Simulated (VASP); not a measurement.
KCl, 2 atoms in the cell. It takes space group Cmmm (No. 65, orthorhombic). Conventional cell: a = 5.218 Å, b = 5.448 Å, c = 3.771 Å, α = 90.00°, β = 90.00°, γ = 90.00°. K (site symmetry mmm) has 8 Cl at 3.22 to 3.31 Å and 6 K at 3.77 Å within 4.2 Å. Within 4.2 Å of Cl (site symmetry mmm) lie 8 K at 3.22 to 3.31 Å and 6 Cl at 3.77 Å.  This cell differs from its parent crystal: shear xy strain +4.3%.

* Program: VASP 6.6.1
* Task: single point
* Functional: PBE
* Potentials or basis: VASP PAW PBE potentials, release 64 (K_sv, Cl)
* Cutoff: 520 eV
* k mesh: 8 × 8 × 8
* Occupations: fermi-dirac, width 0.02 eV
* Spin: no spin polarisation
* Dipole correction: no
* Further INCAR settings: ALGO = Normal; EDIFF = 1e-07; NBANDS = 15

Potentials or basis: VASP PAW PBE potentials, release 64 (K_sv, Cl).

Command:

```bash
$ cat potpaw_PBE.64/K_sv/POTCAR potpaw_PBE.64/Cl/POTCAR > POTCAR
$ mpirun -np 1 vasp_std > vasp.out
```

Hardware: 1 thread of Intel(R) Xeon(R) Platinum 8488C (Sapphire Rapids), with other jobs on the host.

Q: Estimate the wall time of this run.

A: Run time: 63 s on 1 thread of Intel(R) Xeon(R) Platinum 8488C (Sapphire Rapids), with other jobs on the host, peak memory 0.21 GiB. Counts: scf iterations 14, k points 105.
